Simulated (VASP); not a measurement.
# Li (P6_3/mmc) in VASP: single point with LDA

Aim: the single point of Li with LDA.

All numbers are computed with VASP 6.6.1; they aren't measurements. Logs are shortened: lines on timing, memory, paths and dates and some standing lists are left out, and cuts for length are marked.

## 1. The cell of the first run

The structure is hexagonal, space group P6_3/mmc (No. 194). The conventional cell has a = 2.815 Å, b = 2.815 Å, c = 4.601 Å, α = 90.00°, β = 90.00°, γ = 120.00°. Within 3.7 Å of Li (site symmetry -6m2) lie 12 Li at 2.81 to 2.82 Å.

This isn't the form of Li at room conditions, which is bcc.

## 2. Single point, LDA

Contents of INCAR:

```
ALGO     = Normal         # electronic algorithm
EDIFF    = 1E-7           # SCF threshold, eV
ENCUT    = 520            # plane-wave cutoff, eV
GGA      = CA             # functional
ISIF     = 2              # what is computed and relaxed
ISMEAR   = -1             # smearing method
ISYM     = 0            
LASPH    = T              # aspherical terms in the spheres
LCHARG   = F              # write CHGCAR
LREAL    = F              # projectors in reciprocal space
LWAVE    = F              # write WAVECAR
NBANDS   = 10             # bands
NELM     = 60             # most SCF steps
PREC     = Accurate       # precision mode
SIGMA    = 0.1            # smearing width, eV
```

Contents of KPOINTS:

```
k-points
0
Gamma
  21 21 12
```

Contents of POSCAR:

```
Li
1.0
    2.8145311812      0.0000000000      0.0000000000
   -1.4072655906      2.4374555027      0.0000000000
    0.0000000000      0.0000000000      4.6011150102
Li
2
Direct
    0.3333333333      0.6666666667      0.2500000000
    0.6666666667      0.3333333333      0.7500000000
```

Potentials or basis: VASP PAW LDA potentials, release 64 (Li_sv).

Command:

```
$ cat potpaw_LDA.64/Li_sv/POTCAR > POTCAR
$ mpirun -np 1 vasp_std > vasp.out
```

OUTCAR:

```text
EDIFF = 1E-7
   ENCUT = 520
   GGA = CA
   ISIF = 2
   ISMEAR = -1
   ISYM = 0
   LASPH = T
   LREAL = F
   NELM = 60
   PREC = Accurate

 ion  position               nearest neighbor table
   1  0.333  0.667  0.250-
   2  0.667  0.333  0.750-

IMPORTANT INFORMATION: All symmetrisations will be switched off!
NOSYMM: (Re-)initialisation of all symmetry stuff for point group C_1.

----------------------------------------------------------------------------------------

                                     Primitive cell

  volume of cell :      31.5650

  direct lattice vectors                    reciprocal lattice vectors
     2.814531181  0.000000000  0.000000000     0.355298959  0.205131950  0.000000000
    -1.407265591  2.437455503  0.000000000     0.000000000  0.410263900  0.000000000
     0.000000000  0.000000000  4.601115010     0.000000000  0.000000000  0.217338623

  length of vectors
     2.814531181  2.814531181  4.601115010     0.410263900  0.410263900  0.217338623

  position of ions in fractional coordinates (direct lattice)
     0.333333333  0.666666667  0.250000000
     0.666666667  0.333333333  0.750000000

  ion indices of the primitive-cell ions
   primitive index   ion index
                 1           1
                 2           2

----------------------------------------------------------------------------------------

 KPOINTS: k-points

Automatic generation of k-mesh.
 Grid dimensions read from file:
 generate k-points for:   21   21   12

 Generating k-lattice:

  Cartesian coordinates                     Fractional coordinates (reciprocal lattice)
     0.016918998  0.009768188  0.000000000     0.047619048  0.000000000  0.000000000
     0.000000000  0.019536376  0.000000000     0.000000000  0.047619048  0.000000000
     0.000000000  0.000000000  0.018111552     0.000000000  0.000000000  0.083333333

  Length of vectors
     0.019536376  0.019536376  0.018111552

  Shift w.r.t. Gamma in fractional coordinates (k-lattice)
     0.000000000  0.000000000  0.000000000

 Subroutine IBZKPT returns following result:
 ===========================================

 Found   2647 irreducible k-points:

 Following reciprocal coordinates:
            Coordinates               Weight
  0.000000  0.000000  0.000000      1.000000
  0.047619 -0.000000  0.000000      2.000000
  0.000000  0.047619  0.000000      2.000000
 -0.047619  0.047619  0.000000      2.000000
  0.095238  0.000000  0.000000      2.000000
  0.000000  0.095238  0.000000      2.000000
[... 16 lines left out ...]
  0.380952  0.000000  0.000000      2.000000
  0.000000  0.380952  0.000000      2.000000
 [... further k-points ...]
   k-points           NKPTS =   2647   k-points in BZ     NKDIM =   2647   number of bands    NBANDS=     10
   number of dos      NEDOS =    301   number of ions     NIONS =      2
   total plane-waves  NPLWV =  20736
   dimension x,y,z NGX =    24 NGY =   24 NGZ =   36
   dimension x,y,z NGXF=    48 NGYF=   48 NGZF=   72
   ions per type =               2
   NGX,Y,Z   is equivalent  to a cutoff of  14.18, 14.18, 13.01 a.u.
   NGXF,Y,Z  is equivalent  to a cutoff of  28.35, 28.35, 26.01 a.u.
 SYSTEM =  unknown system
   PREC   = accura    normal or accurate (medium, high low for compatibility)
   ISTART =      0    job   : 0-new  1-cont  2-samecut
   ICHARG =      2    charge: 1-file 2-atom 10-const
   ISPIN  =      1    spin polarized calculation?
   LNONCOLLINEAR =      F non collinear calculations
   LSORBIT =      F    spin-orbit coupling
   LASPH  =      T    aspherical Exc in radial PAW
   ENCUT  =  520.0 eV  38.22 Ry    6.18 a.u.   5.23  5.23  8.56*2*pi/ulx,y,z
   NELM   =     60;   NELMIN=  2; NELMDL= -5     # of ELM steps
   EDIFF  = 0.1E-06   stopping-criterion for ELM
   LREAL  =      F    real-space projection
   EDIFFG = 0.1E-05   stopping-criterion for IOM
   NSW    =      0    number of steps for IOM
   IBRION =     -1    ionic relax: 0-MD 1-quasi-New 2-CG
   NFREE  =      0    steps in history (QN), initial steepest desc. (CG)
   ISIF   =      2    stress and relaxation
   ISYM   =      0    0-nonsym 1-usesym 2-fastsym
   POTIM  = 0.5000    time-step for ionic-motion
   TEBEG  =    0.0;   TEEND  =   0.0 temperature during run
   PSTRESS=    0.0 pullay stress
   NELECT =       6.0000    total number of electrons
   NUPDOWN=      -1.0000    fix difference up-down
   EMIN   =  10.00;   EMAX   =-10.00  energy-range for DOS
   EFERMI =   0.00;   METHOD = LEGACY
   ISMEAR =    -1;   SIGMA  =   0.10  broadening in eV -4-tet -1-fermi 0-gaus
   EFERMI_NEDOS =   21; number of points for ismear=-14 and -15
   IALGO  =     38    algorithm
   IMIX   =      4    mixing-type and parameters
     AMIX     =   0.40;   BMIX     =  1.00
     AMIX_MAG =   1.60;   BMIX_MAG =  1.00
  volume/ion in A,a.u.               =      15.78       106.51
  Fermi-wavevector in a.u.,A,eV,Ry     =   0.941290  1.778780 12.055119  0.886026
  Thomas-Fermi vector in A             =   2.068786
   LORBIT       =      0    0 simple, 1 ext, 2 COOP (PROOUT), +10 PAW based schemes
   GGA     = CA    functional components
   LHFCALC =     F    Hartree Fock is set to
   AEXX    =    0.0000 exact exchange contribution
   IVDW    =     0    specifies the selected vdW correction
   LEPSILON=     F    determine dielectric tensor
   LRPA    =     F    only Hartree local field effects (RPA)
 non-spin polarized calculation
  energy-cutoff  :      520.00
  volume of cell :       31.57
 maximum number of plane-waves:       866
 NGX is ok and might be reduce to    24
   NGX = 11   NGY = 11   NGZ = 17

 number of electron       5.9999997 magnetization

 Free energy of the ion-electron system (eV)
  ---------------------------------------------------
  ext. energy  EPLUGINS =         0.00000000
  ---------------------------------------------------
  free energy    TOTEN  =        -4.04180799 eV

  energy without entropy =       -4.01196250  energy(sigma->0) =       -4.02688524

 E-fermi :   1.3756     XC(G=0):  -7.8069

 val. band max:        1.3722558145   @ k =   0.4762   0.0000   0.2500
 cond. band min:       1.3918250408   @ k =  -0.4286  -0.4762  -0.1667
 fundamental gap:      0.0195692263
 Fermi energy:         1.3755604133

 k-point     1 :       0.0000    0.0000    0.0000
  band No.  band energies     occupation
      1     -43.8560      2.00000
      2     -43.8039      2.00000
      3      -2.3845      2.00000
      4       1.2236      1.64107
      5       5.2771      0.00000
      6      15.9867      0.00000
      7      15.9867      0.00000
      8      17.6385      0.00000
      9      17.6385      0.00000
     10      18.3460      0.00000

 k-point     2 :       0.0476   -0.0000    0.0000
  band No.  band energies     occupation
      1     -43.8550      2.00000
      2     -43.8033      2.00000
      3      -2.3466      2.00000
      4       1.2799      1.44499
      5       5.2810      0.00000
      6      15.5095      0.00000
      7      15.6109      0.00000
      8      17.6515      0.00000
      9      17.9012      0.00000
     10      18.3045      0.00000

 k-point     3 :       0.0000    0.0476    0.0000
  band No.  band energies     occupation
      1     -43.8550      2.00000
      2     -43.8033      2.00000
      3      -2.3466      2.00000
      4       1.2799      1.44499
      5       5.2810      0.00000
      6      15.5095      0.00000
      7      15.6109      0.00000
      8      17.6515      0.00000
      9      17.9012      0.00000
     10      18.3045      0.00000

 k-point     4 :      -0.0476    0.0476    0.0000
  band No.  band energies     occupation
      1     -43.8550      2.00000
      2     -43.8033      2.00000
      3      -2.3466      2.00000
      4       1.2799      1.44499
      5       5.2810      0.00000
      6      15.5095      0.00000
      7      15.6109      0.00000
      8      17.6515      0.00000
      9      17.9012      0.00000
     10      18.3045      0.00000

 k-point     5 :       0.0952    0.0000    0.0000
  band No.  band energies     occupation
      1     -43.8520      2.00000
      2     -43.8019      2.00000
      3      -2.2332      2.00000
      4       1.4487      0.64960
      5       5.2903      0.00000
      6      14.3895      0.00000
      7      14.8942      0.00000
      8      17.6786      0.00000
      9      18.1302      0.00000
     10      18.2035      0.00000

 k-point     6 :       0.0000    0.0952    0.0000
  band No.  band energies     occupation
      1     -43.8520      2.00000
      2     -43.8019      2.00000
      3      -2.2332      2.00000
      4       1.4487      0.64960
      5       5.2903      0.00000
      6      14.3895      0.00000
      7      14.8942      0.00000
      8      17.6786      0.00000
      9      18.1302      0.00000
     10      18.2035      0.00000
[... 183 lines left out ...]
 k-point    21 :       0.0000    0.3333    0.0000
  band No.  band energies     occupation
      1     -43.8188      2.00000
      2     -43.7893      2.00000
      3      -0.5228      2.00000
      4       3.9644      0.00000
      5       4.6885      0.00000
      6       8.9680      0.00000
      7      11.8801      0.00000
      8      12.2310      0.00000
      9      13.1766      0.00000
     10      16.7481      0.00000

 k-point    22 :      -0.3333    0.3333    0.0000
  band No.  band energies     occupation
      1     -43.8188      2.00000
      2     -43.7893      2.00000
      3      -0.5228      2.00000
      4       3.9644      0.00000
      5       4.6885      0.00000
      6       8.9680      0.00000
      7      11.8801      0.00000
      8      12.2310      0.00000
      9      13.1766      0.00000
     10      16.7481      0.00000

 k-point    23 :       0.3810    0.0000    0.0000
  band No.  band energies     occupation
      1     -43.8122      2.00000
      2     -43.7879      2.00000
      3       0.0330      2.00000
      4       4.1041      0.00000
      5       4.7884      0.00000
      6       8.7550      0.00000
      7      10.7914      0.00000
      8      11.5591      0.00000
      9      12.1995      0.00000
     10      16.4751      0.00000

 k-point    24 :       0.0000    0.3810    0.0000
  band No.  band energies     occupation
      1     -43.8122      2.00000
      2     -43.7879      2.00000
      3       0.0330      2.00000
      4       4.1041      0.00000
      5       4.7884      0.00000
      6       8.7550      0.00000
      7      10.7914      0.00000
      8      11.5591      0.00000
      9      12.1995      0.00000
     10      16.4751      0.00000

 [... further k-points ...]

------------------------ aborting loop because EDIFF is reached ----------------------------------------

  FORCE on cell =-STRESS in cart. coord.  units (eV):
  Direction    XX          YY          ZZ          XY          YZ          ZX
  --------------------------------------------------------------------------------------
  -------------------------------------------------------------------------------------
  Total        0.7111198      0.7111026      0.7229122     -0.0000172     -0.0000002      0.0000004
  in kB       36.0950374     36.0941632     36.6935949     -0.0008707     -0.0000111      0.0000204
  external PRESSURE =      36.2942652 kB  Pullay stress =       0.0000000 kB

 VOLUME and BASIS-vectors are now :
 -----------------------------------------------------------------------------
  energy-cutoff  :      520.00
  volume of cell :       31.57
      direct lattice vectors                 reciprocal lattice vectors
     2.814531181  0.000000000  0.000000000     0.355298959  0.205131950  0.000000000
    -1.407265591  2.437455503  0.000000000     0.000000000  0.410263900  0.000000000
     0.000000000  0.000000000  4.601115010     0.000000000  0.000000000  0.217338623

 POSITION                                       TOTAL-FORCE (eV/Angst)
 -----------------------------------------------------------------------------------
     -0.00000      1.62497      1.15028        -0.000000      0.000000      0.000000
      1.40727      0.81249      3.45084         0.000000     -0.000000     -0.000000
 -----------------------------------------------------------------------------------
    total drift:                                0.000000     -0.000000      0.000001

  FREE ENERGIE OF THE ION-ELECTRON SYSTEM (eV)
  ---------------------------------------------------
  free  energy   TOTEN  =        -4.0418079885 eV

  energy  without entropy=       -4.0119624994  energy(sigma->0) =       -4.02688524
```

Run time: 16 min. Hardware: 1 thread of Intel Xeon 8259CL, shared host; peak memory 0.65 GiB.

What came out:

```yaml
Free_energy: -4.0418 eV
Band_gap_on_the_k_mesh: zero (bands 3 and 4 overlap by 5.04 eV)
```

Caveat: the cutoff is under 1.25 times the usual one of these potentials, so pressure, stress and relaxed cells hold a basis-set (Pulay) error.
